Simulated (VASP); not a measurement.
# Mo (I4/mmm) in VASP: a series of runs

Mo is run at these levels: LDA; tasks: single point.

All numbers are computed with VASP 6.6.1; they aren't measurements. Logs are shortened: lines on timing, memory, paths and dates and some standing lists are left out, and cuts for length are marked.

### Step 1. The cell of the first run

Symmetry: I4/mmm, No. 139, tetragonal system. Conventional cell: a = 3.142 Å, b = 3.142 Å, c = 2.828 Å, α = 90.00°, β = 90.00°, γ = 90.00°. Mo (site symmetry 4/mmm) has 14 Mo at 2.63 to 3.14 Å within 3.5 Å.

### Step 2. Single point, LDA (strain -0.1000 x Voigt [0, 0, 1, 0, 0, 0])

INCAR reads:

```
SYSTEM = Mo
PREC = Accurate ; ENCUT = 520
EDIFF = 1E-7 ; ISMEAR = 0
SIGMA = 0.15 ; LREAL = .False.
LASPH = .True. ; NELM = 80
ALGO = Fast ; ISIF = 2
LWAVE = .False. ; LCHARG = .False.
NBANDS = 13
```

KPOINTS reads:

```
Automatic mesh
0
Gamma
  22 22 22
  0 0 0
```

POSCAR reads:

```
Mo
1.0
   -1.5710000000      1.5710000000      1.4139000000
    1.5710000000     -1.5710000000      1.4139000000
    1.5710000000      1.5710000000     -1.4139000000
Mo
1
Direct
    0.0000000000      0.0000000000      0.0000000000
```

Potentials or basis: VASP PAW LDA potentials, release 64 (Mo_sv).

Command:

```console
cat potpaw_LDA.64/Mo_sv/POTCAR > POTCAR
mpirun -np 1 vasp_std > vasp.out
```

OUTCAR:

```text
SYSTEM = Mo
   PREC = Accurate
   ENCUT = 520
   EDIFF = 1E-7
   ISMEAR = 0
   LREAL = .False.
   LASPH = .True.
   NELM = 80
   ISIF = 2

 ion  position               nearest neighbor table
   1  0.000  0.000  0.000-

  LATTYP: Found a body centered tetragonal cell.
 ALAT       =     3.1420000000
 C/A-ratio  =     0.9000000000

  Lattice vectors:

 A1 = (  -1.5710000000,   1.5710000000,   1.4139000000)
 A2 = (   1.5710000000,  -1.5710000000,   1.4139000000)
 A3 = (   1.5710000000,   1.5710000000,  -1.4139000000)

Analysis of symmetry for initial positions (statically):
=====================================================================
 Subroutine PRICEL returns:
 Original cell was already a primitive cell.

 Routine SETGRP: Setting up the symmetry group for a
 body centered tetragonal supercell.

 Subroutine GETGRP returns: Found 16 space group operations
 (whereof 16 operations were pure point group operations)
 out of a pool of 16 trial point group operations.

The static configuration has the point symmetry D_4h.

Analysis of symmetry for dynamics (positions and initial velocities):
=====================================================================
 Subroutine PRICEL returns:
 Original cell was already a primitive cell.

 Routine SETGRP: Setting up the symmetry group for a
 body centered tetragonal supercell.

 Subroutine GETGRP returns: Found 16 space group operations
 (whereof 16 operations were pure point group operations)
 out of a pool of 16 trial point group operations.

The dynamic configuration has the point symmetry D_4h.

 Subroutine INISYM returns: Found 16 space group operations
 (whereof 16 operations are pure point group operations),
 and found     1 'primitive' translations

----------------------------------------------------------------------------------------

                                     Primitive cell

  volume of cell :      13.9583

  direct lattice vectors                    reciprocal lattice vectors
    -1.571000000  1.571000000  1.413900000     0.000000000  0.318268619  0.353631799
     1.571000000 -1.571000000  1.413900000     0.318268619  0.000000000  0.353631799
     1.571000000  1.571000000 -1.413900000     0.318268619  0.318268619  0.000000000

  length of vectors
     2.633475880  2.633475880  2.633475880     0.475762927  0.475762927  0.450099797

  position of ions in fractional coordinates (direct lattice)
     0.000000000  0.000000000  0.000000000

  ion indices of the primitive-cell ions
   primitive index   ion index
                 1           1

----------------------------------------------------------------------------------------

 KPOINTS: Automatic mesh

Automatic generation of k-mesh.
 Grid dimensions read from file:
 generate k-points for:   22   22   22

 Generating k-lattice:

  Cartesian coordinates                     Fractional coordinates (reciprocal lattice)
     0.000000000  0.014466755  0.016074173     0.045454545  0.000000000 -0.000000000
     0.014466755  0.000000000  0.016074173     0.000000000  0.045454545 -0.000000000
     0.014466755  0.014466755  0.000000000     0.000000000  0.000000000  0.045454545

  Length of vectors
     0.021625588  0.021625588  0.020459082

  Shift w.r.t. Gamma in fractional coordinates (k-lattice)
     0.000000000  0.000000000  0.000000000

 Subroutine IBZKPT returns following result:
 ===========================================

 Found    834 irreducible k-points:

 Following reciprocal coordinates:
            Coordinates               Weight
  0.000000  0.000000  0.000000      1.000000
  0.045455  0.000000 -0.000000      8.000000
  0.090909  0.000000 -0.000000      8.000000
  0.136364  0.000000 -0.000000      8.000000
  0.181818  0.000000 -0.000000      8.000000
  0.227273  0.000000 -0.000000      8.000000
[... 16 lines left out ...]
  0.500000  0.045455 -0.000000     16.000000
 -0.454545  0.045455  0.000000     16.000000
 [... further k-points ...]
   k-points           NKPTS =    834   k-points in BZ     NKDIM =    834   number of bands    NBANDS=     13
   number of dos      NEDOS =    301   number of ions     NIONS =      1
   total plane-waves  NPLWV =   8000
   dimension x,y,z NGX =    20 NGY =   20 NGZ =   20
   dimension x,y,z NGXF=    40 NGYF=   40 NGZF=   40
   ions per type =               1
   NGX,Y,Z   is equivalent  to a cutoff of  12.63, 12.63, 12.63 a.u.
   NGXF,Y,Z  is equivalent  to a cutoff of  25.25, 25.25, 25.25 a.u.
 SYSTEM =  Mo
   PREC   = accura    normal or accurate (medium, high low for compatibility)
   ISTART =      0    job   : 0-new  1-cont  2-samecut
   ICHARG =      2    charge: 1-file 2-atom 10-const
   ISPIN  =      1    spin polarized calculation?
   LNONCOLLINEAR =      F non collinear calculations
   LSORBIT =      F    spin-orbit coupling
   LASPH  =      T    aspherical Exc in radial PAW
   ENCUT  =  520.0 eV  38.22 Ry    6.18 a.u.   4.90  4.90  4.90*2*pi/ulx,y,z
   NELM   =     80;   NELMIN=  2; NELMDL= -5     # of ELM steps
   EDIFF  = 0.1E-06   stopping-criterion for ELM
   LREAL  =      F    real-space projection
   EDIFFG = 0.1E-05   stopping-criterion for IOM
   NSW    =      0    number of steps for IOM
   IBRION =     -1    ionic relax: 0-MD 1-quasi-New 2-CG
   NFREE  =      0    steps in history (QN), initial steepest desc. (CG)
   ISIF   =      2    stress and relaxation
   ISYM   =      2    0-nonsym 1-usesym 2-fastsym
   POTIM  = 0.5000    time-step for ionic-motion
   TEBEG  =    0.0;   TEEND  =   0.0 temperature during run
   PSTRESS=    0.0 pullay stress
   NELECT =      14.0000    total number of electrons
   NUPDOWN=      -1.0000    fix difference up-down
   EMIN   =  10.00;   EMAX   =-10.00  energy-range for DOS
   EFERMI =   0.00;   METHOD = LEGACY
   ISMEAR =     0;   SIGMA  =   0.15  broadening in eV -4-tet -1-fermi 0-gaus
   EFERMI_NEDOS =   21; number of points for ismear=-14 and -15
   IALGO  =     68    algorithm
   IMIX   =      4    mixing-type and parameters
     AMIX     =   0.40;   BMIX     =  1.00
     AMIX_MAG =   1.60;   BMIX_MAG =  1.00
  volume/ion in A,a.u.               =      13.96        94.19
  Fermi-wavevector in a.u.,A,eV,Ry     =   1.638729  3.096749 36.537534  2.685433
  Thomas-Fermi vector in A             =   2.729653
   LORBIT       =      0    0 simple, 1 ext, 2 COOP (PROOUT), +10 PAW based schemes
   GGA     = CA    functional components
   LHFCALC =     F    Hartree Fock is set to
   AEXX    =    0.0000 exact exchange contribution
   IVDW    =     0    specifies the selected vdW correction
   LEPSILON=     F    determine dielectric tensor
   LRPA    =     F    only Hartree local field effects (RPA)
 non-spin polarized calculation
 RMM-DIIS sequential band-by-band and
 Gauss-broadening in eV      SIGMA  =   0.15
  energy-cutoff  :      520.00
  volume of cell :       13.96
 maximum number of plane-waves:       388
   NGX =  9   NGY =  9   NGZ =  9

 number of electron      13.9999999 magnetization

 Free energy of the ion-electron system (eV)
  ---------------------------------------------------
  ext. energy  EPLUGINS =         0.00000000
  ---------------------------------------------------
  free energy    TOTEN  =       -11.91646302 eV

  energy without entropy =      -11.90879424  energy(sigma->0) =      -11.91262863

 E-fermi :  14.3608     XC(G=0): -14.2416

 val. band max:       14.3543837212   @ k =  -0.2727   0.3636   0.0909
 cond. band min:      14.3615935276   @ k =  -0.4545  -0.4545   0.2727
 fundamental gap:      0.0072098064
 Fermi energy:        14.3607677697

 k-point     1 :       0.0000    0.0000    0.0000
  band No.  band energies     occupation
      1     -46.5882      2.00000
      2     -19.7356      2.00000
      3     -19.7356      2.00000
      4     -19.6435      2.00000
      5       6.8446      2.00000
      6      11.9006      2.00000
      7      13.3973      2.00000
      8      13.3973      2.00000
      9      15.1270      0.00000
     10      17.0725      0.00000
     11      28.7503      0.00000
     12      28.7503      0.00000
     13      31.0398      0.00000

 k-point     2 :       0.0455    0.0000   -0.0000
  band No.  band energies     occupation
      1     -46.5794      2.00000
      2     -19.7608      2.00000
      3     -19.7495      2.00000
      4     -19.6660      2.00000
      5       6.9550      2.00000
      6      11.9298      2.00000
      7      13.3665      2.00000
      8      13.3934      2.00000
      9      15.1364      0.00000
     10      16.9822      0.00000
     11      28.9471      0.00000
     12      28.9518      0.00000
     13      31.1371      0.00000

 k-point     3 :       0.0909    0.0000   -0.0000
  band No.  band energies     occupation
      1     -46.5537      2.00000
      2     -19.8700      2.00000
      3     -19.7901      2.00000
      4     -19.6948      2.00000
      5       7.2733      2.00000
      6      11.9595      2.00000
      7      13.2576      2.00000
      8      13.4505      2.00000
      9      15.1861      0.00000
     10      16.7634      0.00000
     11      29.4807      0.00000
     12      29.5224      0.00000
     13      31.3906      0.00000

 k-point     4 :       0.1364    0.0000   -0.0000
  band No.  band energies     occupation
      1     -46.5130      2.00000
      2     -20.0653      2.00000
      3     -19.8536      2.00000
      4     -19.7138      2.00000
      5       7.7566      2.00000
      6      11.8638      2.00000
      7      13.0566      2.00000
      8      13.7215      2.00000
      9      15.3224      0.00000
     10      16.5225      0.00000
     11      30.1121      0.00000
     12      30.4380      0.00000
     13      31.7096      0.00000

 k-point     5 :       0.1818    0.0000   -0.0000
  band No.  band energies     occupation
      1     -46.4602      2.00000
      2     -20.3170      2.00000
      3     -19.9341      2.00000
      4     -19.7319      2.00000
      5       8.3161      2.00000
      6      11.6135      2.00000
      7      12.8338      2.00000
      8      14.2652      1.63263
      9      15.5723      0.00000
     10      16.3387      0.00000
     11      30.4138      0.00000
     12      31.6438      0.00000
     13      32.1015      0.00000
[... 257 lines left out ...]
 k-point    22 :       0.4545    0.0455   -0.0000
  band No.  band energies     occupation
      1     -46.1385      2.00000
      2     -21.6940      2.00000
      3     -20.3968      2.00000
      4     -19.8433      2.00000
      5       8.3472      2.00000
      6      10.0106      2.00000
      7      15.8821      0.00000
      8      16.8465      0.00000
      9      18.2943      0.00000
     10      20.1052      0.00000
     11      26.7278      0.00000
     12      28.2667      0.00000
     13      32.2366      0.00000

 k-point    23 :       0.5000    0.0455   -0.0000
  band No.  band energies     occupation
      1     -46.1397      2.00000
      2     -21.6889      2.00000
      3     -20.3981      2.00000
      4     -19.8403      2.00000
      5       8.3506      2.00000
      6      10.0183      2.00000
      7      16.0855      0.00000
      8      16.6217      0.00000
      9      18.2141      0.00000
     10      20.1321      0.00000
     11      26.7116      0.00000
     12      28.3820      0.00000
     13      32.2165      0.00000

 k-point    24 :      -0.4545    0.0455    0.0000
  band No.  band energies     occupation
      1     -46.1594      2.00000
      2     -21.6106      2.00000
      3     -20.3735      2.00000
      4     -19.8320      2.00000
      5       8.4598      2.00000
      6      10.1089      2.00000
      7      15.9335      0.00000
      8      16.2704      0.00000
      9      17.8828      0.00000
     10      19.6454      0.00000
     11      26.9040      0.00000
     12      29.1637      0.00000
     13      32.9014      0.00000

 [... further k-points ...]

------------------------ aborting loop because EDIFF is reached ----------------------------------------

  FORCE on cell =-STRESS in cart. coord.  units (eV):
  Direction    XX          YY          ZZ          XY          YZ          ZX
  --------------------------------------------------------------------------------------
  -------------------------------------------------------------------------------------
  Total        1.4304668      1.4304668      4.7341826      0.0000000     -0.0000000      0.0000000
  in kB      164.1940094    164.1940094    543.4061289      0.0000000     -0.0000000      0.0000000
  external PRESSURE =     290.5980492 kB  Pullay stress =       0.0000000 kB

 VOLUME and BASIS-vectors are now :
 -----------------------------------------------------------------------------
  energy-cutoff  :      520.00
  volume of cell :       13.96
      direct lattice vectors                 reciprocal lattice vectors
    -1.571000000  1.571000000  1.413900000     0.000000000  0.318268619  0.353631799
     1.571000000 -1.571000000  1.413900000     0.318268619  0.000000000  0.353631799
     1.571000000  1.571000000 -1.413900000     0.318268619  0.318268619  0.000000000

 POSITION                                       TOTAL-FORCE (eV/Angst)
 -----------------------------------------------------------------------------------
      0.00000      0.00000      0.00000         0.000000      0.000000     -0.000000
 -----------------------------------------------------------------------------------
    total drift:                                0.000000     -0.000000     -0.000000

  FREE ENERGIE OF THE ION-ELECTRON SYSTEM (eV)
  ---------------------------------------------------
  free  energy   TOTEN  =       -11.9164630206 eV

  energy  without entropy=      -11.9087942352  energy(sigma->0) =      -11.91262863
```

Wall time 72 s (1 thread of Intel Xeon Platinum 8488C (Sapphire Rapids), shared host); peak memory 0.24 GiB.

What came out:

| Item | Value |
| --- | --- |
| Free energy | -11.9165 eV |
| Pressure | 29.1 GPa |
| Band gap on the k mesh | zero (bands 7 and 8 overlap by 6.13 eV) |

Caveat: the cell differs from its parent crystal (strain -0.1000 x Voigt [0, 0, 1, 0, 0, 0]); the stress differs along the axes, from 16 to 54 GPa.

(Part 1 of 2 ends here.)
